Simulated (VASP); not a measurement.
# Si16O (a cell with a defect) in VASP: a series of runs, part 2 of 2

VASP 6.6.1.

## (3) Single point, PBE, collinear spin, zero start

The input, INCAR:

```
SYSTEM = Si16O
PREC     = Accurate       ! precision mode
ENCUT    = 520            ! plane-wave cutoff, eV
EDIFF    = 1E-6           ! SCF threshold, eV
ISMEAR   = 0              ! smearing method
SIGMA    = 0.05           ! smearing width, eV
LREAL    = Auto         
LASPH    = .TRUE.         ! aspherical terms in the spheres
NELM     = 150            ! most SCF steps
ALGO     = Normal         ! electronic algorithm
ISIF     = 2              ! what is computed and relaxed
LWAVE    = .FALSE.        ! write WAVECAR
LCHARG   = .FALSE.        ! write CHGCAR
ISPIN    = 2              ! spin polarisation
MAGMOM   = 0 0 0 0 0 0 0 0 0 0 0 0 0 0 0 0 0 ! initial moments
LORBIT   = 11             ! projections on sites
GGA      = PE             ! functional
NBANDS   = 53             ! bands
```

The input, KPOINTS:

```
Automatic mesh
0
G
  2 2 2
  0 0 0
```

The input, POSCAR:

```
Si16O
1.0
    0.0000000000      5.4300000000      5.4300000000
    5.4300000000      0.0000000000      5.4300000000
    5.4300000000      5.4300000000      0.0000000000
Si O
16 1
Direct
   -0.0004949355      0.0128796501     -0.0009214549
    0.1186682320      0.1845413444      0.0815914365
    0.0050481584      0.0454225599      0.4531470534
    0.1307241252      0.1096740331      0.6262344383
   -0.0100507366      0.5568463168     -0.0291339779
    0.1254315838      0.6371953039      0.1276824125
    0.0030825967      0.4791133517      0.5035844383
    0.1609572744      0.5758206262      0.6164182320
    0.4929990792      0.0062108656      0.0000591160
    0.6251331492      0.1260959484      0.1227813996
    0.5064937385     -0.0170073665      0.4968167587
    0.6459769797      0.0865377532      0.6283561694
    0.4998613260      0.5005992634      0.0031856354
    0.6182879374      0.6304433702      0.1297133517
    0.5308525783      0.4568918048      0.5053024862
    0.6294122468      0.6076671271      0.6292938306
    0.1626437385      0.8097778085      0.4217536832
```

Potentials or basis: VASP PAW PBE potentials, release 64 (Si, O).

Command:

```sh
cat potpaw_PBE.64/Si/POTCAR potpaw_PBE.64/O/POTCAR > POTCAR
mpirun -np 1 vasp_std > vasp.out
```

OUTCAR:

```text
SYSTEM = Si16O
   PREC = Accurate
   ENCUT = 520
   EDIFF = 1E-6
   ISMEAR = 0
   LREAL = Auto
   LASPH = .TRUE.
   NELM = 150
   ISIF = 2
   ISPIN = 2
   LORBIT = 11
   GGA = PE

 ion  position               nearest neighbor table
   1  1.000  0.013  0.999-   4 2.35  10 2.35   6 2.36   2 2.37
   2  0.119  0.185  0.082-   3 2.33   5 2.34   1 2.37   9 2.38
   3  0.005  0.045  0.453-  17 1.66   4 2.31  12 2.31   2 2.33   8 2.94
   4  0.131  0.110  0.626-   3 2.31   7 2.32   1 2.35  11 2.36
   5  0.990  0.557  0.971-   8 2.32   2 2.34  14 2.36   6 2.36
   6  0.125  0.637  0.128-  13 2.35   1 2.36   5 2.36   7 2.37
   7  0.003  0.479  0.504-   8 2.32   4 2.32  16 2.34   6 2.37
   8  0.161  0.576  0.616-  17 1.67   7 2.32   5 2.32  15 2.32   3 2.94
   9  0.493  0.006  0.000-  12 2.35  10 2.35  14 2.36   2 2.38
  10  0.625  0.126  0.123-  13 2.35  11 2.35   1 2.35   9 2.35
  11  0.506  0.983  0.497-  10 2.35  12 2.35  16 2.35   4 2.36
  12  0.646  0.087  0.628-   3 2.31  15 2.32   9 2.35  11 2.35
  13  0.500  0.501  0.003-  16 2.35  10 2.35   6 2.35  14 2.35
  14  0.618  0.630  0.130-  13 2.35   5 2.36   9 2.36  15 2.38
  15  0.531  0.457  0.505-   8 2.32  12 2.32  16 2.35  14 2.38
  16  0.629  0.608  0.629-   7 2.34  13 2.35  15 2.35  11 2.35
  17  0.163  0.810  0.422-   3 1.66   8 1.67

  LATTYP: Found a face centered cubic cell.
 ALAT       =    10.8600000000

  Lattice vectors:

 A1 = (   0.0000000000,   5.4300000000,   5.4300000000)
 A2 = (   5.4300000000,   0.0000000000,   5.4300000000)
 A3 = (   5.4300000000,   5.4300000000,   0.0000000000)

Analysis of symmetry for initial positions (statically):
=====================================================================
 Subroutine PRICEL returns:
 Original cell was already a primitive cell.

 Routine SETGRP: Setting up the symmetry group for a
 face centered cubic supercell.

 Subroutine GETGRP returns: Found  1 space group operations
 (whereof  1 operations were pure point group operations)
 out of a pool of 48 trial point group operations.

The static configuration has the point symmetry C_1 .

[... 602 lines left out ...]
 k-point     1 :       0.0000    0.0000    0.0000
  band No.  band energies     occupation
      1     -14.4354      1.00000
      2      -5.8121      1.00000
      3      -4.3842      1.00000
      4      -3.6905      1.00000
      5      -3.6657      1.00000
      6      -3.3254      1.00000
[... 389 lines left out ...]
     46      10.3375      0.00000
     47      10.4163      0.00000
 [bands above 47 left out]

------------------------ aborting loop because EDIFF is reached ----------------------------------------

  FORCE on cell =-STRESS in cart. coord.  units (eV):
  Direction    XX          YY          ZZ          XY          YZ          ZX
  --------------------------------------------------------------------------------------
  -------------------------------------------------------------------------------------
  Total        8.4199562      9.0542802      8.7464023     -2.7820171     -1.8605830      3.0292936
  in kB       42.1299489     45.3038415     43.7633490    -13.9200534     -9.3095813     15.1573215
  external PRESSURE =      43.7323798 kB  Pullay stress =       0.0000000 kB

 VOLUME and BASIS-vectors are now :
 -----------------------------------------------------------------------------
  energy-cutoff  :      520.00
  volume of cell :      320.21
      direct lattice vectors                 reciprocal lattice vectors
     0.000000000  5.430000000  5.430000000    -0.092081031  0.092081031  0.092081031
     5.430000000  0.000000000  5.430000000     0.092081031 -0.092081031  0.092081031
     5.430000000  5.430000000  0.000000000     0.092081031  0.092081031 -0.092081031

 POSITION                                       TOTAL-FORCE (eV/Angst)
 -----------------------------------------------------------------------------------
      5.49493     10.85231      5.49725        -0.000161     -0.004662     -0.000282
      1.44510      1.08741      1.64643         0.000204      0.000137     -0.008848
      2.70723      2.48800      0.27406         0.050500     -0.026828      0.023430
      3.99598      4.11028      1.30536         0.008144     -0.007047      0.002168
      8.29548     10.64723      8.39910        -0.006913      0.001788     -0.003013
      4.15329      1.37441      4.14106         0.001472      0.000544      0.001227
[... 9 lines left out ...]
      6.71670      6.83477      6.71734        -0.002046     -0.002603     -0.000170
      6.68722      3.17328      5.28025        -0.027255      0.010521      0.033019
 -----------------------------------------------------------------------------------
    total drift:                                0.001322      0.002740      0.002076

  FREE ENERGIE OF THE ION-ELECTRON SYSTEM (eV)
  ---------------------------------------------------
  free  energy   TOTEN  =       -92.6889022959 eV

  energy  without entropy=      -92.6889022959  energy(sigma->0) =      -92.68890230

 total charge

# of ion       s       p       d       tot
------------------------------------------
    1        0.741   0.949   0.000   1.689
    2        0.750   0.952   0.000   1.701
    3        0.742   0.945   0.000   1.687
    4        0.744   0.979   0.000   1.723
    5        0.746   0.964   0.000   1.710
    6        0.742   0.944   0.000   1.685
[... 9 lines left out ...]
   16        0.738   0.958   0.000   1.696
   17        1.576   3.600   0.000   5.175
--------------------------------------------------
tot         13.460  18.898   0.000  32.359

 magnetization (x)

# of ion       s       p       d       tot
------------------------------------------
    1        0.000   0.000   0.000   0.000
    2        0.000  -0.000   0.000  -0.000
    3       -0.000  -0.000   0.000  -0.000
    4        0.000  -0.000   0.000  -0.000
    5        0.000  -0.000   0.000  -0.000
    6        0.000   0.000   0.000   0.000
[... 9 lines left out ...]
   16       -0.000   0.000   0.000   0.000
   17        0.000   0.000   0.000   0.000
--------------------------------------------------
tot          0.000   0.000   0.000   0.000
```

OSZICAR:

```text
N       E                     dE             d eps       ncg     rms          rms(c)
DAV:   1     0.193147867413E+03    0.19315E+03   -0.27355E+04  1696   0.110E+03
DAV:   2    -0.756243825039E+02   -0.26877E+03   -0.25208E+03  2089   0.175E+02
DAV:   3    -0.955072075942E+02   -0.19883E+02   -0.19625E+02  2147   0.449E+01
DAV:   4    -0.958759250881E+02   -0.36872E+00   -0.36789E+00  2104   0.732E+00
DAV:   5    -0.958831182255E+02   -0.71931E-02   -0.71900E-02  2177   0.988E-01    0.169E+01
DAV:   6    -0.929654324511E+02    0.29177E+01   -0.77757E+00  2384   0.139E+01    0.101E+01
DAV:   7    -0.927754102442E+02    0.19002E+00   -0.30596E+00  1860   0.563E+00    0.429E+00
DAV:   8    -0.927118340992E+02    0.63576E-01   -0.82240E-01  2336   0.439E+00    0.142E+00
DAV:   9    -0.926788548381E+02    0.32979E-01   -0.27678E-01  2412   0.268E+00    0.338E-01
DAV:  10    -0.926900292518E+02   -0.11174E-01   -0.10422E-01  1904   0.106E+00    0.453E-01
DAV:  11    -0.926881027710E+02    0.19265E-02   -0.12999E-02  2507   0.605E-01    0.114E-01
DAV:  12    -0.926888199996E+02   -0.71723E-03   -0.39325E-03  1952   0.220E-01    0.624E-02
DAV:  13    -0.926888821198E+02   -0.62120E-04   -0.21912E-04  2139   0.535E-02    0.301E-02
DAV:  14    -0.926889039384E+02   -0.21819E-04   -0.39806E-05  2480   0.342E-02    0.206E-02
DAV:  15    -0.926889040010E+02   -0.62674E-07   -0.11222E-05  2003   0.136E-02    0.138E-02
DAV:  16    -0.926889022790E+02    0.17220E-05   -0.11618E-05  2024   0.136E-02    0.395E-03
DAV:  17    -0.926889022959E+02   -0.16953E-07   -0.16363E-06  1544   0.475E-03
   1 F= -.92688902E+02 E0= -.92688902E+02  d E =-.210048E-11  mag=     0.0000
```

stdout:

```text
POSCAR found type information on POSCAR SiO
 POSCAR found :  2 types and      17 ions
 scaLAPACK will be used
 LDA part: xc-table for (Slater+PW92), standard interpolation
 POSCAR, INCAR and KPOINTS ok, starting setup
 FFT: planning ... GRIDC
 FFT: planning ... GRID_SOFT
 FFT: planning ... GRID
 WAVECAR not read
 entering main loop
```

It took 19 min on 1 thread of Intel Xeon 8259CL, shared host; peak memory 0.71 GiB.

Results:

| Quantity | Value |
| --- | --- |
| Free energy | -92.6889 eV |
| Pressure | 4.4 GPa |
| Largest force | 0.062 eV/Å |
| Band gap on the k mesh | 0.49 eV |
| Net moment | 0.00 μB per cell |
| Valence electrons inside the program's atomic spheres | Si 1.69, 1.70, 1.72, 1.71, 1.68 (each value once); O 5.17 |

Forces in eV/Å, atoms in the order of the input:
```
Si   0.000 -0.005  0.000
Si   0.000  0.000 -0.009
Si   0.051 -0.027  0.023
Si   0.008 -0.007  0.002
Si  -0.007  0.002 -0.003
Si   0.001  0.001  0.001
Si   0.009 -0.003  0.005
Si  -0.020  0.034 -0.039
Si  -0.002  0.000 -0.003
Si   0.002 -0.001 -0.002
Si  -0.002 -0.002 -0.002
Si  -0.007  0.001  0.000
Si  -0.001 -0.001 -0.001
Si  -0.001 -0.001 -0.004
Si  -0.002  0.001 -0.002
Si  -0.002 -0.003  0.000
O   -0.027  0.011  0.033
```

Stress tensor (GPa, compression positive):
```
 4.21 -1.39  1.52
-1.39  4.53 -0.93
 1.52 -0.93  4.38
```

Levels at points of the mesh, in eV from the valence-band top:
Spin up:
```csv
k point,band 32,band 33,band 34,band 35,band 36,band 37,band 38,band 39
"(0.00, 0.00, 0.00)",-0.93,-0.32,-0.06,0.00,0.49,0.79,0.82,0.99
"(0.50, 0.00, 0.00)",-1.23,-0.78,-0.59,-0.58,1.32,1.43,1.60,1.71
"(0.00, 0.50, 0.00)",-0.73,-0.69,-0.62,-0.06,1.15,1.47,1.51,1.60
"(0.00, 0.00, 0.50)",-1.20,-0.81,-0.64,-0.51,1.29,1.45,1.60,1.71
"(0.50, 0.50, 0.50)",-1.22,-0.76,-0.62,-0.56,1.23,1.47,1.61,1.68
"(0.50, 0.50, 0.00)",-1.43,-1.27,-1.14,-0.71,1.35,1.47,2.32,2.44
"(0.00, 0.50, 0.50)",-1.43,-1.29,-1.18,-0.28,1.20,1.47,2.33,2.37
"(0.50, 0.00, 0.50)",-1.38,-1.32,-1.05,-0.90,1.41,1.48,2.32,2.41
```
Spin down:
```csv
k point,band 33,band 34,band 35,band 36,band 37,band 38
"(0.00, 0.00, 0.00)",-0.32,-0.06,0.00,0.49,0.79,0.82
"(0.50, 0.00, 0.00)",-0.78,-0.59,-0.58,1.32,1.43,1.60
"(0.00, 0.50, 0.00)",-0.69,-0.62,-0.06,1.15,1.47,1.51
"(0.00, 0.00, 0.50)",-0.81,-0.64,-0.51,1.29,1.45,1.60
"(0.50, 0.50, 0.50)",-0.76,-0.62,-0.56,1.23,1.47,1.61
"(0.50, 0.50, 0.00)",-1.27,-1.14,-0.71,1.35,1.47,2.32
"(0.00, 0.50, 0.50)",-1.29,-1.18,-0.28,1.20,1.47,2.33
"(0.50, 0.00, 0.50)",-1.32,-1.05,-0.90,1.41,1.48,2.32
```

Caveat: the k points lie up to 0.50 Å⁻¹ apart; semilocal functionals underestimate gaps, and a narrow one can read as zero.

## (4) Single point, PBE, collinear spin, zero start

The input, INCAR:

```
PREC = Accurate
ENCUT = 520
EDIFF = 1E-6
ISMEAR = 0
SIGMA = 0.05
LREAL = Auto
LASPH = True
NELM = 150
ALGO = Normal
ISIF = 2
LWAVE = False
LCHARG = False
ISPIN = 2
MAGMOM = 0 0 0 0 0 0 0 0 0 0 0 0 0 0 0 0 0
LORBIT = 11
GGA = PE
NBANDS = 53
```

The input, KPOINTS:

```
Automatic mesh
0
Gamma
  2 2 2
```

The input, POSCAR:

```
Si16O
1.0
    0.0000000000      5.4300000000      5.4300000000
    5.4300000000      0.0000000000      5.4300000000
    5.4300000000      5.4300000000      0.0000000000
Si O
16 1
Direct
   -0.0007717311      0.0142376611     -0.0016610497
    0.1197583794      0.1828718232      0.0823300184
    0.0068283610      0.0458583794      0.4537465930
    0.1286255985      0.1166298343      0.6252038674
   -0.0075991713      0.5549534991     -0.0286371087
    0.1267930018      0.6386292818      0.1262720074
    0.0024379374      0.4860101289      0.5022167587
    0.1645892265      0.5763943831      0.6163586556
    0.4943873849      0.0039634438      0.0001759669
    0.6249719153      0.1257582873      0.1226129834
    0.5045506446     -0.0167204420      0.4966865562
    0.6488670350      0.0811508287      0.6286650092
    0.5011055249      0.5002709024      0.0024055249
    0.6208967772      0.6281997238      0.1295420810
    0.5350291897      0.4519697053      0.5049595764
    0.6287895028      0.6078953959      0.6284559853
    0.1750920810      0.8105189687      0.4256303867
```

Command:

```sh
cat potpaw_PBE.64/Si/POTCAR potpaw_PBE.64/O/POTCAR > POTCAR
mpirun -np 1 vasp_std > vasp.out
```

Run time: 15 min. Hardware: 1 thread of Intel Xeon 8259CL, shared host; peak memory 0.71 GiB.

It converged, with:

```
Free energy                                           : -92.6929 eV
Pressure                                              : 4.3 GPa
Largest force                                         : 0.062 eV/Å
Band gap on the k mesh                                : 0.49 eV
Net moment                                            : 0.00 μB per cell
Valence electrons inside the program's atomic spheres : Si 1.69, 1.70, 1.72, 1.71, 1.68 (each value once); O 5.17
```

Forces on the atoms (eV/Å):
```
Si   0.001 -0.004  0.001
Si   0.000  0.001 -0.007
Si   0.050 -0.030  0.023
Si   0.006 -0.005  0.002
Si  -0.007  0.001 -0.005
Si   0.001  0.000  0.002
Si   0.009 -0.002  0.006
Si  -0.021  0.032 -0.038
Si  -0.001  0.001 -0.002
Si   0.001 -0.001 -0.002
Si  -0.001 -0.002 -0.003
Si  -0.007  0.000 -0.001
Si  -0.002  0.000 -0.001
Si  -0.003  0.001 -0.003
Si  -0.004  0.002 -0.001
Si  -0.001 -0.003  0.000
O   -0.019  0.011  0.028
```

Stress tensor (GPa, compression positive):
```
 4.21 -1.30  1.52
-1.30  4.53 -1.00
 1.52 -1.00  4.31
```

Levels at points of the mesh, in eV from the valence-band top:
Spin up:
```
           k point  band 33  band 34  band 35  band 36  band 37  band 38
(0.00, 0.00, 0.00)    -0.32    -0.06     0.00     0.49     0.79     0.82
(0.50, 0.00, 0.00)    -0.78    -0.59    -0.57     1.33     1.43     1.60
(0.00, 0.50, 0.00)    -0.68    -0.64    -0.06     1.16     1.47     1.53
(0.00, 0.00, 0.50)    -0.81    -0.63    -0.52     1.30     1.44     1.60
(0.50, 0.50, 0.50)    -0.75    -0.62    -0.56     1.22     1.47     1.61
(0.50, 0.50, 0.00)    -1.26    -1.16    -0.63     1.32     1.47     2.33
(0.00, 0.50, 0.50)    -1.28    -1.18    -0.35     1.23     1.47     2.34
(0.50, 0.00, 0.50)    -1.33    -1.03    -0.92     1.42     1.48     2.31
```
Spin down:
| k point | band 32 | band 33 | band 34 | band 35 | band 36 | band 37 | band 38 | band 39 |
| --- | --- | --- | --- | --- | --- | --- | --- | --- |
| (0.00, 0.00, 0.00) | -0.92 | -0.32 | -0.06 | 0.00 | 0.49 | 0.79 | 0.82 | 0.99 |
| (0.50, 0.00, 0.00) | -1.23 | -0.78 | -0.59 | -0.57 | 1.33 | 1.43 | 1.60 | 1.71 |
| (0.00, 0.50, 0.00) | -0.74 | -0.68 | -0.64 | -0.06 | 1.16 | 1.47 | 1.53 | 1.58 |
| (0.00, 0.00, 0.50) | -1.20 | -0.81 | -0.63 | -0.52 | 1.30 | 1.44 | 1.60 | 1.71 |
| (0.50, 0.50, 0.50) | -1.22 | -0.75 | -0.62 | -0.56 | 1.22 | 1.47 | 1.61 | 1.67 |
| (0.50, 0.50, 0.00) | -1.43 | -1.26 | -1.16 | -0.63 | 1.32 | 1.47 | 2.33 | 2.43 |
| (0.00, 0.50, 0.50) | -1.43 | -1.28 | -1.18 | -0.35 | 1.23 | 1.47 | 2.34 | 2.38 |
| (0.50, 0.00, 0.50) | -1.37 | -1.33 | -1.03 | -0.92 | 1.42 | 1.48 | 2.31 | 2.41 |

Caveat: the k points lie up to 0.50 Å⁻¹ apart; semilocal functionals underestimate gaps, and a narrow one can read as zero.

## (5) Summary

| cell | gap on the mesh (eV) | pressure (GPa) | moment (μB) | largest force (eV/Å) |
| --- | --- | --- | --- | --- |
| as given, atomic positions A | 0.49 | 4.4 | 0.00 | 0.06 |
| as given, atomic positions B | 0.49 | 4.4 | 0.00 | 0.06 |
| as given, atomic positions C | 0.49 | 4.3 | 0.00 | 0.06 |

Alike in all rows: task single point; level PBE; potentials or basis VASP PAW PBE potentials, release 64 (Si, O); spin collinear, zero start; k mesh 2 × 2 × 2; cutoff (eV) 520; smearing gaussian 0.05 eV.

Caveats: all runs use coarse meshes; semilocal functionals underestimate gaps, and a narrow one can read as zero.

Absolute energies hang on the potentials; compare differences alone.
